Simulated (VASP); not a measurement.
# TiMoSe4 (P6/mmm) in VASP: a series of runs, part 2 of 2

VASP 6.6.1.

### Step 4. Relaxation of cell and atoms, PBE, collinear spin, ferromagnetic start

This run uses another cell than the first one, of 24.68 Å³/atom, 1.312 times its volume.

Contents of INCAR:

```
SYSTEM = TiMoSe4
ALGO     = Normal         ! electronic algorithm
EDIFF    = 1E-7           ! SCF threshold, eV
EDIFFG   = -0.08          ! ionic threshold
ENCUT    = 600            ! plane-wave cutoff, eV
GGA      = PE             ! functional
IBRION   = 2              ! ionic algorithm
ISIF     = 3              ! what is computed and relaxed
ISMEAR   = 0              ! smearing method
ISPIN    = 2              ! spin polarisation
LASPH    = .True.         ! aspherical terms in the spheres
LCHARG   = .False.        ! write CHGCAR
LMAXMIX  = 4              ! l up to which the mixer works
LORBIT   = 11             ! projections on sites
LREAL    = .False.        ! projectors in reciprocal space
LWAVE    = .False.        ! write WAVECAR
MAGMOM   = 1 1 0 0 0 0    ! initial moments
NELM     = 150            ! most SCF steps
NSW      = 36             ! ionic steps
PREC     = Accurate       ! precision mode
SIGMA    = 0.15           ! smearing width, eV
```

Contents of KPOINTS:

```
k-points
0
Gamma
  3 3 2
  0 0 0
```

Contents of POSCAR:

```
TiMoSe4
1.0
    4.3276537000      0.0000000000      0.0000000000
   -2.1638268500      3.7478580400      0.0000000000
    0.0000000000      0.0000000000      9.1311115400
Ti Mo Se
1 1 4
Direct
    0.0000000000      0.0000000000      0.5000000000
    0.0000000000      0.0000000000      0.0000000000
    0.3333333300      0.6666666700      0.5000000000
    0.6666666700      0.3333333300      0.5000000000
    0.0000000000      0.0000000000      0.6969601800
    0.0000000000      0.0000000000      0.3030398200
```

Potentials or basis: VASP PAW PBE potentials, release 64 (Ti_sv, Mo_sv, Se).

Command:

```
$ cat potpaw_PBE.64/Ti_sv/POTCAR potpaw_PBE.64/Mo_sv/POTCAR potpaw_PBE.64/Se/POTCAR > POTCAR
$ mpirun -np 1 vasp_std > vasp.out
```

OUTCAR:

```text
SYSTEM = TiMoSe4
   EDIFF = 1E-7
   EDIFFG = -0.08
   ENCUT = 600
   GGA = PE
   IBRION = 2
   ISIF = 3
   ISMEAR = 0
   ISPIN = 2
   LASPH = .True.
   LORBIT = 11
   LREAL = .False.
   NELM = 150
   NSW = 36
   PREC = Accurate

 ion  position               nearest neighbor table
   1  0.000  0.000  0.500-   5 1.80   6 1.80   3 2.50   4 2.50   3 2.50   4 2.50   4 2.50   3 2.50

   2  0.000  0.000  0.000-   5 2.77   6 2.77
   3  0.333  0.667  0.500-   4 2.50   1 2.50   4 2.50   1 2.50   1 2.50   4 2.50
   4  0.667  0.333  0.500-   3 2.50   1 2.50   3 2.50   1 2.50   1 2.50   3 2.50
   5  0.000  0.000  0.697-   1 1.80   2 2.77
   6  0.000  0.000  0.303-   1 1.80   2 2.77

  LATTYP: Found a hexagonal cell.
 ALAT       =     4.3276537000
 C/A-ratio  =     2.1099450587

  Lattice vectors:

 A1 = (   4.3276537000,   0.0000000000,   0.0000000000)
 A2 = (  -2.1638268500,   3.7478580400,   0.0000000000)
 A3 = (   0.0000000000,   0.0000000000,   9.1311115400)

Analysis of symmetry for initial positions (statically):
=====================================================================
 Subroutine PRICEL returns:
 Original cell was already a primitive cell.

 Routine SETGRP: Setting up the symmetry group for a
 hexagonal supercell.

 Subroutine GETGRP returns: Found 24 space group operations
 (whereof 24 operations were pure point group operations)
 out of a pool of 24 trial point group operations.

The static configuration has the point symmetry D_6h.

Analysis of symmetry for dynamics (positions and initial velocities):
=====================================================================
 Subroutine PRICEL returns:
 Original cell was already a primitive cell.

 Routine SETGRP: Setting up the symmetry group for a
 hexagonal supercell.

[... 160 lines left out ...]

  FORCE on cell =-STRESS in cart. coord.  units (eV):
  Direction    XX          YY          ZZ          XY          YZ          ZX
  --------------------------------------------------------------------------------------
  -------------------------------------------------------------------------------------
  Total       18.3929769     18.3929769     72.3420578      0.0000000      0.0000000      0.0000000
  in kB      198.9772052    198.9772049    782.6041728      0.0000000      0.0000000      0.0000000
  external PRESSURE =     393.5195276 kB  Pullay stress =       0.0000000 kB
[... 101 lines left out ...]
  FREE ENERGIE OF THE ION-ELECTRON SYSTEM (eV)
  ---------------------------------------------------
  free  energy   TOTEN  =       -27.6990488225 eV

  energy  without entropy=      -27.5964685818  energy(sigma->0) =      -27.64775870

 E-fermi :  -0.4095     XC(G=0):  -6.6663

 val. band max:       -0.4419796203   @ k =   0.3333   0.0000   0.5000
 cond. band min:      -0.3974167472   @ k =   0.3333   0.0000   0.0000
 fundamental gap:      0.0445628731
 Fermi energy:        -0.4094502569

 spin component 1

 k-point     1 :       0.0000    0.0000    0.0000
  band No.  band energies     occupation
      1     -62.1378      1.00000
      2     -58.4581      1.00000
      3     -36.3368      1.00000
      4     -36.3368      1.00000
      5     -36.2132      1.00000
      6     -35.1907      1.00000
[... 400 lines left out ...]
     30       1.3934      0.00000
     31       1.4755      0.00000

[... ionic steps 4 to 10 ...]

--------------------------------------- Ionic step       11  -------------------------------------------

 number of electron      50.0000004 magnetization       2.9103569

------------------------ aborting loop because EDIFF is reached ----------------------------------------
[... 75 lines left out ...]
--------------------------------------- Ionic step       13  -------------------------------------------

 number of electron      50.0000005 magnetization       2.9049864

 Free energy of the ion-electron system (eV)
  ---------------------------------------------------
  ext. energy  EPLUGINS =         0.00000000
  ---------------------------------------------------
  free energy    TOTEN  =       -31.49532329 eV

  energy without entropy =      -31.45279023  energy(sigma->0) =      -31.47405676

 E-fermi :   1.7374     XC(G=0):  -8.1607

 val. band max:        1.7295823493   @ k =   0.3333   0.3333   0.5000
 cond. band min:       1.7383268273   @ k =   0.3333   0.0000   0.5000
 fundamental gap:      0.0087444780
 Fermi energy:         1.7374225344

 spin component 1

 k-point     1 :       0.0000    0.0000    0.0000
  band No.  band energies     occupation
      1     -59.8838      1.00000
      2     -55.3492      1.00000
      3     -34.0920      1.00000
      4     -34.0697      1.00000
      5     -34.0697      1.00000
      6     -31.9038      1.00000
[... 433 lines left out ...]
  FREE ENERGIE OF THE ION-ELECTRON SYSTEM (eV)
  ---------------------------------------------------
  free  energy   TOTEN  =       -31.4953232927 eV

  energy  without entropy=      -31.4527902277  energy(sigma->0) =      -31.47405676

 reached required accuracy - stopping structural energy minimisation

 total charge

# of ion       s       p       d       tot
------------------------------------------
    1        2.156   6.116   1.849  10.120
    2        2.268   6.090   3.832  12.189
    3        1.499   2.230   0.058   3.787
    4        1.499   2.230   0.058   3.787
    5        1.463   2.362   0.027   3.852
    6        1.463   2.362   0.027   3.852
--------------------------------------------------
tot         10.349  21.388   5.850  37.587

 magnetization (x)

# of ion       s       p       d       tot
------------------------------------------
    1        0.001   0.001   0.077   0.080
    2        0.126   0.021   2.458   2.605
    3       -0.002  -0.054  -0.000  -0.056
    4       -0.002  -0.054  -0.000  -0.056
    5       -0.005  -0.134   0.007  -0.131
    6       -0.005  -0.134   0.007  -0.131
--------------------------------------------------
tot          0.114  -0.353   2.550   2.310
```

OSZICAR:

```text
N       E                     dE             d eps       ncg     rms          rms(c)
DAV:   1     0.560478911758E+03    0.56048E+03   -0.25803E+04   744   0.170E+03
DAV:   2     0.346287723407E+02   -0.52585E+03   -0.50850E+03   852   0.445E+02
[... 414 lines left out ...]
DAV:   4    -0.314953348371E+02    0.18531E-03   -0.94375E-04  1002   0.168E-01    0.538E-02
DAV:   5    -0.314953266212E+02    0.82159E-05   -0.14195E-04  1002   0.662E-02    0.334E-02
DAV:   6    -0.314953217008E+02    0.49203E-05   -0.37303E-05   924   0.294E-02    0.133E-02
DAV:   7    -0.314953229123E+02   -0.12115E-05   -0.48578E-06   975   0.115E-02    0.677E-03
DAV:   8    -0.314953232460E+02   -0.33365E-06   -0.70043E-07   863   0.395E-03    0.229E-03
DAV:   9    -0.314953232927E+02   -0.46713E-07   -0.10066E-07   488   0.198E-03
  13 F= -.31495323E+02 E0= -.31474057E+02  d E =-.229095E-02  mag=     2.9050
```

CONTCAR:

```text
TiMoSe4
   1.00000000000000
     4.7329593400198418    0.0000000000000000    0.0000000000000000
    -2.3664796700099209    4.0988630196788431    0.0000000000000000
     0.0000000000000000    0.0000000000000000    9.7858866391729222
  Ti              Mo              Se
     1     1     4
Direct
     0.0000000000000000    1.0000000000000000    0.5000000000000000
     0.0000000000000000    1.0000000000000000    1.0000000000000000
     0.3333333300000021    0.6666666699999979    0.5000000000000000
     0.6666666699999979    0.3333333300000021    0.5000000000000000
     0.0000000000000000    0.0000000000000000    0.7607587172832693
     0.0000000000000000    1.0000000000000000    0.2392412827167310

  0.00000000E+00  0.00000000E+00  0.00000000E+00
  0.00000000E+00  0.00000000E+00  0.00000000E+00
  0.00000000E+00  0.00000000E+00  0.00000000E+00
  0.00000000E+00  0.00000000E+00  0.00000000E+00
  0.00000000E+00  0.00000000E+00  0.00000000E+00
  0.00000000E+00  0.00000000E+00  0.00000000E+00
```

Run time: 36 min. Hardware: 1 thread of Intel Xeon Platinum 8559C (Emerald Rapids), shared host; peak memory 0.42 GiB.

What came out:

| Item | Value |
| --- | --- |
| Free energy | -31.4953 eV |
| Relaxed volume | 31.64 Å³/atom |
| Relaxed cell | a = 4.733 Å, b = 4.733 Å, c = 9.786 Å, α = 90.00°, β = 90.00°, γ = 120.00° |
| Space group after relaxing (to 0.05 Å) | P6/mmm (No. 191) |
| Energy gained by relaxing | 2143.6 meV/atom |
| Ionic steps | 13 |
| Pressure after relaxing | 0.0 GPa |
| Largest force after relaxing | 0.057 eV/Å |
| Net moment | 2.90 μB per cell |
| Site moments | Ti +0.08; Mo +2.60; Se -0.06, -0.13 μB |
| Valence electrons inside the program's atomic spheres | Ti 10.12; Mo 12.19; Se 3.79, 3.85 |

Forces in eV/Å, atoms in the order of the input:
```
Ti   0.000  0.000  0.000
Mo   0.000  0.000  0.000
Se   0.000  0.000  0.000
Se   0.000  0.000  0.000
Se   0.000  0.000  0.057
Se   0.000  0.000 -0.057
```

The path:
```csv
step,energy change (eV),largest force (eV/Å),pressure (GPa),volume (Å³)
1,0.0000,22.8181,39.35,148.10
2,-8.9530,2.3448,-5.01,308.65
3,-9.0656,2.3215,-5.09,298.46
4,-9.1628,2.2476,-3.57,288.68
5,-9.3655,2.2428,-5.14,277.48
6,-11.2199,1.5922,-3.54,207.39
7,-11.8752,1.8128,1.73,176.45
8,-12.8008,0.3565,1.71,185.99
9,-12.8359,0.2393,1.24,184.66
10,-12.8356,0.1777,1.28,184.81
11,-12.8587,0.1973,-0.40,190.98
12,-12.8596,0.1919,-0.14,189.95
13,-12.8619,0.0569,-0.04,189.84
```

Final structure:
```yaml
crystal:
  lattice:
    - [4.73296, 0.00000, 0.00000]
    - [-2.36648, 4.09886, 0.00000]
    - [0.00000, 0.00000, 9.78589]
  atoms:
    - { symbol: Ti, position: [0.00000, 0.00000, 0.50000] }
    - { symbol: Mo, position: [0.00000, 0.00000, 0.00000] }
    - { symbol: Se, position: [0.33333, 0.66667, 0.50000] }
    - { symbol: Se, position: [0.66667, 0.33333, 0.50000] }
    - { symbol: Se, position: [0.00000, 0.00000, 0.76076] }
    - { symbol: Se, position: [0.00000, 0.00000, 0.23924] }
```

Caveat: the k points lie up to 0.51 Å⁻¹ apart in the final cell; the volume moved by over 15 % at a fixed basis, so the end points are rough; the relaxation stopped at a loose force limit of 0.08 eV/Å, so its end isn't a converged minimum.

### Step 5. The runs side by side

| task | cell | k mesh | cutoff (eV) | gap on the mesh (eV) | pressure (GPa) | moment (μB) | relaxed volume (Å³/atom) | largest force (eV/Å) |
| --- | --- | --- | --- | --- | --- | --- | --- | --- |
| single point | a = 4.920, b = 4.920, c = 5.386 Å, angles 90.0, 90.0, 120.0°, 6 atoms | 2 × 2 × 3 | 520 | none | 0.2 | 0.87 | - | - |
| relaxation of cell and atoms | relaxed from a = 4.322, b = 4.322, c = 8.959 Å, angles 90.0, 90.0, 120.0°, 6 atoms | 3 × 3 × 2 | 600 | none | -0.1 | 0.00 | 18.68 | 0.04 |
| relaxation of cell and atoms | relaxed from a = 4.328, b = 4.328, c = 9.131 Å, angles 90.0, 90.0, 120.0°, 6 atoms | 3 × 3 × 2 | 600 | none | 0.0 | 2.90 | 31.64 | 0.06 |

Alike in all rows: level PBE; potentials or basis VASP PAW PBE potentials, release 64 (Ti_sv, Mo_sv, Se); spin collinear, ferromagnetic start; smearing gaussian 0.15 eV.

Caveats: all runs use coarse meshes; the volume moved by over 15 % at a fixed basis, so the end points are rough (some runs); the relaxation stopped at a loose force limit of 0.08 eV/Å, so its end isn't a converged minimum (some runs).

Absolute energies hang on the potentials; compare differences alone.
